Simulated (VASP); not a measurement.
# Zn18HO18 (a cell with a defect) in VASP: single point with PBE

Aim: the single point of Zn18HO18 (a cell with a defect) with PBE.

All numbers are computed with VASP 6.6.1; they aren't measurements. Logs are shortened: lines on timing, memory, paths and dates and some standing lists are left out, and cuts for length are marked.

### 1 The cell of the first run

The cell holds a defect, 37 atoms: a = 7.764 Å, b = 7.764 Å, c = 7.764 Å, α = 78.63°, β = 78.63°, γ = 78.63°.

### 2 Single point, PBE (with an interstitial atom, then relaxed in part)

Input file INCAR:

```
PREC = Accurate
ENCUT = 520
EDIFF = 1E-6
ISMEAR = 0
SIGMA = 0.02
LREAL = Auto
LASPH = True
NELM = 80
ALGO = Normal
ISIF = 2
LWAVE = False
LCHARG = False
GGA = PE
NBANDS = 186
NELECT = 324.0
```

Input file KPOINTS:

```
Automatic mesh
0
Gamma
  2 2 2
  0.5 0.5 0.5
```

Input file POSCAR:

```
Zn18HO18
1.0
   -4.9192290338      2.8401182069     -5.2932739828
    4.9192290338      2.8401182069     -5.2932739828
    0.0000000000     -5.6802364138     -5.2932739828
Zn O H
18 18 1
Direct
    0.2792319557      0.9419108243      0.2788326794
    0.5876988413      0.9341134194      0.9588269482
    0.9481597999      0.2785053389      0.2781222190
    0.6135884873      0.6127614257      0.2772283721
    0.2785419274      0.2785198804      0.9477134327
    0.9592389365      0.9341267005      0.5873979542
    0.5897855554      0.3047185730      0.5893184443
    0.9462559923      0.6097361656      0.9458380499
    0.2776864768      0.6127547572      0.6131432632
    0.8900579977      0.8890525647      0.2203693015
    0.2207632049      0.8890497682      0.8896192241
    0.5587537780      0.2218881704      0.2219496679
    0.2243881502      0.5556830334      0.2239294537
    0.8993051193      0.2370323772      0.8988488759
    0.5567871865      0.8866302867      0.5563482627
    0.2224185656      0.2218965812      0.5582987405
    0.5564218026      0.5542363273      0.8929450097
    0.8934088145      0.5542546583      0.5559743053
    0.1006799518      0.0981122153      0.4274385699
    0.4278239667      0.0981268954      0.1002676870
    0.7662019584      0.4284397152      0.4307501186
    0.4308694638      0.7610752353      0.4304222677
    0.0970248071      0.4306939411      0.0965958917
    0.7946852947      0.0570314912      0.7943026675
    0.4312039975      0.4284125256      0.7657490363
    0.7630796269      0.7637720474      0.0939384417
    0.0944051021      0.7637087540      0.7626568527
    0.1523395341      0.8178799398      0.1519019658
    0.4818344565      0.8152181516      0.8171367159
    0.8205137481      0.1519515697      0.1548271637
    0.4871154672      0.4840639782      0.1542820476
    0.1552758785      0.1519470962      0.8200582281
    0.8175870186      0.8152397146      0.4814365569
    0.4875029985      0.1492519321      0.4870419989
    0.8177483750      0.4874646557      0.8172994346
    0.1547394179      0.4840659498      0.4866544299
    0.8664528654      0.9611069651      0.8662987772
```

Potentials or basis: VASP PAW PBE potentials, release 64 (Zn, O, H).

On the command line:

```
> cat potpaw_PBE.64/Zn/POTCAR potpaw_PBE.64/O/POTCAR potpaw_PBE.64/H/POTCAR > POTCAR
> mpirun -np 1 vasp_std > vasp.out
```

OUTCAR:

```text
PREC = Accurate
   ENCUT = 520
   EDIFF = 1E-6
   ISMEAR = 0
   LREAL = Auto
   LASPH = True
   NELM = 80
   ISIF = 2
   GGA = PE
   NELECT = 324.0

 ion  position               nearest neighbor table
   1  0.279  0.942  0.279-  19 2.00  20 2.00  22 2.00  28 2.00
   2  0.588  0.934  0.959-  20 1.94  29 1.95  26 2.00  24 2.11
   3  0.948  0.279  0.278-  19 1.99  23 1.99  21 2.00  30 2.00
   4  0.614  0.613  0.277-  26 1.99  22 2.00  31 2.00  21 2.02
   5  0.279  0.279  0.948-  20 1.99  23 1.99  25 2.00  32 2.00
   6  0.959  0.934  0.587-  19 1.94  33 1.95  27 2.00  24 2.11
   7  0.590  0.305  0.589-  21 1.92  25 1.92  34 1.93
   8  0.946  0.610  0.946-  23 1.98  27 2.00  26 2.00  35 2.01
   9  0.278  0.613  0.613-  27 1.99  22 2.00  36 2.00  25 2.02
  10  0.890  0.889  0.220-  33 1.99  28 2.00  30 2.00  26 2.00
  11  0.221  0.889  0.890-  29 1.99  28 2.00  32 2.00  27 2.00
  12  0.559  0.222  0.222-  30 1.99  20 1.99  31 1.99  34 2.02
  13  0.224  0.556  0.224-  28 2.00  36 2.00  31 2.00  23 2.01
[... 21 lines left out ...]
  35  0.818  0.487  0.817-  14 1.94  17 1.99  18 1.99   8 2.01
  36  0.155  0.484  0.487-  18 1.99  16 1.99  13 2.00   9 2.00
  37  0.866  0.961  0.866-  24 0.99

  LATTYP: Found a trigonal (rhomboedric) cell.
 ALAT       =     7.7642665573
 COS(alpha) =     0.1971707103

  Lattice vectors:

 A1 = (  -4.9192290338,   2.8401182069,  -5.2932739828)
 A2 = (   4.9192290338,   2.8401182069,  -5.2932739828)
 A3 = (   0.0000000000,  -5.6802364138,  -5.2932739828)

Analysis of symmetry for initial positions (statically):
=====================================================================
 Subroutine PRICEL returns:
 Original cell was already a primitive cell.

 Routine SETGRP: Setting up the symmetry group for a
 trigonal (rhombohedral) supercell.

 Subroutine GETGRP returns: Found  1 space group operations
 (whereof  1 operations were pure point group operations)
 out of a pool of 12 trial point group operations.

The static configuration has the point symmetry C_1 .

Analysis of symmetry for dynamics (positions and initial velocities):
=====================================================================
 Subroutine PRICEL returns:
 Original cell was already a primitive cell.

 Routine SETGRP: Setting up the symmetry group for a
 trigonal (rhombohedral) supercell.

 Subroutine GETGRP returns: Found  1 space group operations
 (whereof  1 operations were pure point group operations)
 out of a pool of 12 trial point group operations.

The dynamic configuration has the point symmetry C_1 .

 Subroutine INISYM returns: Found  1 space group operations
 (whereof  1 operations are pure point group operations),
 and found     1 'primitive' translations

----------------------------------------------------------------------------------------

                                     Primitive cell

  volume of cell :     443.7201

  direct lattice vectors                    reciprocal lattice vectors
    -4.919229034  2.840118207 -5.293273983    -0.101641944  0.058683003 -0.062972998
     4.919229034  2.840118207 -5.293273983     0.101641944  0.058683003 -0.062972998
     0.000000000 -5.680236414 -5.293273983     0.000000000 -0.117366007 -0.062972998

  length of vectors
     7.764266557  7.764266557  7.764266557     0.133193011  0.133193011  0.133193011

  position of ions in fractional coordinates (direct lattice)
     0.279231956  0.941910824  0.278832679
     0.587698841  0.934113419  0.958826948
     0.948159800  0.278505339  0.278122219
     0.613588487  0.612761426  0.277228372
     0.278541927  0.278519880  0.947713433
     0.959238937  0.934126701  0.587397954
[... 29 lines left out ...]
     0.154739418  0.484065950  0.486654430
     0.866452865  0.961106965  0.866298777

  ion indices of the primitive-cell ions
   primitive index   ion index
                 1           1
                 2           2
                 3           3
                 4           4
                 5           5
                 6           6
[... 29 lines left out ...]
                36          36
                37          37

----------------------------------------------------------------------------------------

 KPOINTS: Automatic mesh

Automatic generation of k-mesh.
 Grid dimensions read from file:
 generate k-points for:    2    2    2

 Generating k-lattice:

  Cartesian coordinates                     Fractional coordinates (reciprocal lattice)
    -0.050820972  0.029341502 -0.031486499     0.500000000 -0.000000000  0.000000000
     0.050820972  0.029341502 -0.031486499    -0.000000000  0.500000000  0.000000000
     0.000000000 -0.058683003 -0.031486499     0.000000000  0.000000000  0.500000000

  Length of vectors
     0.066596505  0.066596505  0.066596505

  Shift w.r.t. Gamma in fractional coordinates (k-lattice)
     0.500000000  0.500000000  0.500000000

 Subroutine IBZKPT returns following result:
 ===========================================

 Found      4 irreducible k-points:

 Following reciprocal coordinates:
            Coordinates               Weight
  0.250000  0.250000  0.250000      2.000000
 -0.250000  0.250000  0.250000      2.000000
  0.250000 -0.250000  0.250000      2.000000
  0.250000  0.250000 -0.250000      2.000000
   k-points           NKPTS =      4   k-points in BZ     NKDIM =      4   number of bands    NBANDS=    186
   number of dos      NEDOS =    301   number of ions     NIONS =     37
   total plane-waves  NPLWV = 216000
   dimension x,y,z NGX =    60 NGY =   60 NGZ =   60
   dimension x,y,z NGXF=   120 NGYF=  120 NGZF=  120
   ions per type =              18  18   1
   NGX,Y,Z   is equivalent  to a cutoff of  12.85, 12.85, 12.85 a.u.
   NGXF,Y,Z  is equivalent  to a cutoff of  25.69, 25.69, 25.69 a.u.
 SYSTEM =  unknown system
   PREC   = accura    normal or accurate (medium, high low for compatibility)
   ISTART =      0    job   : 0-new  1-cont  2-samecut
   ICHARG =      2    charge: 1-file 2-atom 10-const
   ISPIN  =      1    spin polarized calculation?
   LNONCOLLINEAR =      F non collinear calculations
   LSORBIT =      F    spin-orbit coupling
   LASPH  =      T    aspherical Exc in radial PAW
   ENCUT  =  520.0 eV  38.22 Ry    6.18 a.u.  14.44 14.44 14.44*2*pi/ulx,y,z
   NELM   =     80;   NELMIN=  2; NELMDL= -5     # of ELM steps
   EDIFF  = 0.1E-05   stopping-criterion for ELM
   LREAL  =      T    real-space projection
   EDIFFG = 0.1E-04   stopping-criterion for IOM
   NSW    =      0    number of steps for IOM
   IBRION =     -1    ionic relax: 0-MD 1-quasi-New 2-CG
   NFREE  =      0    steps in history (QN), initial steepest desc. (CG)
   ISIF   =      2    stress and relaxation
   ISYM   =      2    0-nonsym 1-usesym 2-fastsym
   POTIM  = 0.5000    time-step for ionic-motion
   TEBEG  =    0.0;   TEEND  =   0.0 temperature during run
   PSTRESS=    0.0 pullay stress
   NELECT =     324.0000    total number of electrons
   NUPDOWN=      -1.0000    fix difference up-down
   EMIN   =  10.00;   EMAX   =-10.00  energy-range for DOS
   EFERMI =   0.00;   METHOD = LEGACY
   ISMEAR =     0;   SIGMA  =   0.02  broadening in eV -4-tet -1-fermi 0-gaus
   EFERMI_NEDOS =   21; number of points for ismear=-14 and -15
   IALGO  =     38    algorithm
   IMIX   =      4    mixing-type and parameters
     AMIX     =   0.40;   BMIX     =  1.00
     AMIX_MAG =   1.60;   BMIX_MAG =  1.00
  volume/ion in A,a.u.               =      11.99        80.93
  Fermi-wavevector in a.u.,A,eV,Ry     =   1.474190  2.785815 29.568675  2.173236
  Thomas-Fermi vector in A             =   2.588992
   LORBIT       =      0    0 simple, 1 ext, 2 COOP (PROOUT), +10 PAW based schemes
   GGA     = PE    functional components
   LHFCALC =     F    Hartree Fock is set to
   AEXX    =    0.0000 exact exchange contribution
   IVDW    =     0    specifies the selected vdW correction
   LEPSILON=     F    determine dielectric tensor
   LRPA    =     F    only Hartree local field effects (RPA)
 non-spin polarized calculation
 Gauss-broadening in eV      SIGMA  =   0.02
  energy-cutoff  :      520.00
  volume of cell :      443.72
 maximum number of plane-waves:     11981
 NGX is ok and might be reduce to    60
   NGX = 29   NGY = 29   NGZ = 29

 number of electron     323.9999921 magnetization

 Free energy of the ion-electron system (eV)
  ---------------------------------------------------
  ext. energy  EPLUGINS =         0.00000000
  ---------------------------------------------------
  free energy    TOTEN  =      -165.73850591 eV

  energy without entropy =     -165.73850591  energy(sigma->0) =     -165.73850591

 E-fermi :   0.9974     XC(G=0): -10.7120

 val. band max:        0.8260281234   @ k =   0.2500   0.2500   0.2500
 cond. band min:       2.7645587900   @ k =   0.2500   0.2500   0.2500
 fundamental gap:      1.9385306666
 Fermi energy:         0.9973653286

 k-point     1 :       0.2500    0.2500    0.2500
  band No.  band energies     occupation
      1     -18.4970      2.00000
      2     -16.8106      2.00000
      3     -16.5438      2.00000
      4     -16.5198      2.00000
      5     -16.4339      2.00000
      6     -16.3999      2.00000
[... 166 lines left out ...]
    173       6.5358      0.00000
    174       7.5508      0.00000

 k-point     2 :      -0.2500    0.2500    0.2500
  band No.  band energies     occupation
      1     -18.4967      2.00000
      2     -16.7698      2.00000
      3     -16.5963      2.00000
      4     -16.5507      2.00000
      5     -16.4552      2.00000
      6     -16.4273      2.00000
[... 166 lines left out ...]
    173       6.9183      0.00000
    174       7.1163      0.00000

 k-point     3 :       0.2500   -0.2500    0.2500
  band No.  band energies     occupation
      1     -18.4967      2.00000
      2     -16.7711      2.00000
      3     -16.5886      2.00000
      4     -16.5417      2.00000
      5     -16.4846      2.00000
      6     -16.4196      2.00000
[... 166 lines left out ...]
    173       6.9094      0.00000
    174       7.1571      0.00000

 k-point     4 :       0.2500    0.2500   -0.2500
  band No.  band energies     occupation
      1     -18.4967      2.00000
      2     -16.7698      2.00000
      3     -16.5962      2.00000
      4     -16.5507      2.00000
      5     -16.4553      2.00000
      6     -16.4271      2.00000
[... 166 lines left out ...]
    173       6.9182      0.00000
    174       7.1164      0.00000
 [bands above 174 left out]

------------------------ aborting loop because EDIFF is reached ----------------------------------------

  FORCE on cell =-STRESS in cart. coord.  units (eV):
  Direction    XX          YY          ZZ          XY          YZ          ZX
  --------------------------------------------------------------------------------------
  -------------------------------------------------------------------------------------
  Total        0.2169108      1.0643651      1.6248030     -0.7392633     -0.2190428     -0.3767023
  in kB        0.7832179      3.8431925      5.8668124     -2.6693201     -0.7909161     -1.3601908
  external PRESSURE =       3.4977409 kB  Pullay stress =       0.0000000 kB

 VOLUME and BASIS-vectors are now :
 -----------------------------------------------------------------------------
  energy-cutoff  :      520.00
  volume of cell :      443.72
      direct lattice vectors                 reciprocal lattice vectors
    -4.919229034  2.840118207 -5.293273983    -0.101641944  0.058683003 -0.062972998
     4.919229034  2.840118207 -5.293273983     0.101641944  0.058683003 -0.062972998
     0.000000000 -5.680236414 -5.293273983     0.000000000 -0.117366007 -0.062972998

 POSITION                                       TOTAL-FORCE (eV/Angst)
 -----------------------------------------------------------------------------------
      3.25987      1.88435     -7.93978        -0.002087     -0.001009      0.001664
      1.70409     -1.12424    -13.13070        -0.000718      0.015919     -0.004967
     -3.29418      1.90407     -7.96525        -0.000188     -0.000094     -0.001518
     -0.00407      1.90826     -7.95885        -0.006204     -0.002999     -0.001906
     -0.00011     -3.80111     -7.96519        -0.000500      0.001031     -0.002172
     -0.12353      2.04082    -13.13136         0.013651     -0.008070     -0.004443
[... 29 lines left out ...]
      1.62003     -0.95003     -5.95737        -0.001775      0.000303     -0.002013
      0.46563      0.26970    -14.25933        -0.099120     -0.056540     -0.031515
 -----------------------------------------------------------------------------------
    total drift:                               -0.003069     -0.001507     -0.008621

  FREE ENERGIE OF THE ION-ELECTRON SYSTEM (eV)
  ---------------------------------------------------
  free  energy   TOTEN  =      -165.7385059130 eV

  energy  without entropy=     -165.7385059130  energy(sigma->0) =     -165.73850591
```

Wall time 27 min (1 thread of Intel Xeon 8259CL, shared host); peak memory 0.61 GiB.

What came out:

```yaml
Free_energy: -165.7385 eV
Largest_force: 0.120 eV/Å
```

Forces in eV/Å, atoms in the order of the input:
```
Zn  -0.002 -0.001  0.002
Zn  -0.001  0.016 -0.005
Zn   0.000  0.000 -0.002
Zn  -0.006 -0.003 -0.002
Zn  -0.001  0.001 -0.002
Zn   0.014 -0.008 -0.004
Zn  -0.036 -0.022 -0.015
Zn   0.001  0.001  0.001
Zn  -0.006 -0.003 -0.002
Zn   0.000  0.003  0.000
Zn   0.002 -0.001  0.000
Zn   0.002 -0.007  0.000
Zn   0.001  0.000  0.003
Zn   0.000  0.000  0.018
Zn   0.000  0.000 -0.002
Zn  -0.005  0.005  0.000
Zn   0.000  0.002  0.002
Zn   0.002 -0.001  0.002
O    0.002  0.019 -0.014
O    0.016 -0.006 -0.014
O   -0.009  0.027 -0.014
O   -0.001  0.000  0.002
O    0.000 -0.001 -0.009
O    0.100  0.058  0.031
O    0.021 -0.020 -0.014
O   -0.001  0.011 -0.001
O    0.010 -0.008 -0.001
O    0.000  0.000  0.004
O   -0.004  0.010  0.015
O   -0.004 -0.010  0.003
O    0.000 -0.004 -0.003
O   -0.010  0.001  0.002
O    0.007 -0.007  0.015
O   -0.011 -0.007  0.032
O    0.019  0.011  0.003
O   -0.002  0.000 -0.002
H   -0.099 -0.057 -0.032
```

Caveat: the cell carries a net charge on a neutralising background, which shifts energy and pressure; the cell differs from its parent crystal (with an interstitial atom, then relaxed in part); the cell is charged against a uniform background, so pressure and absolute levels hang on convention.
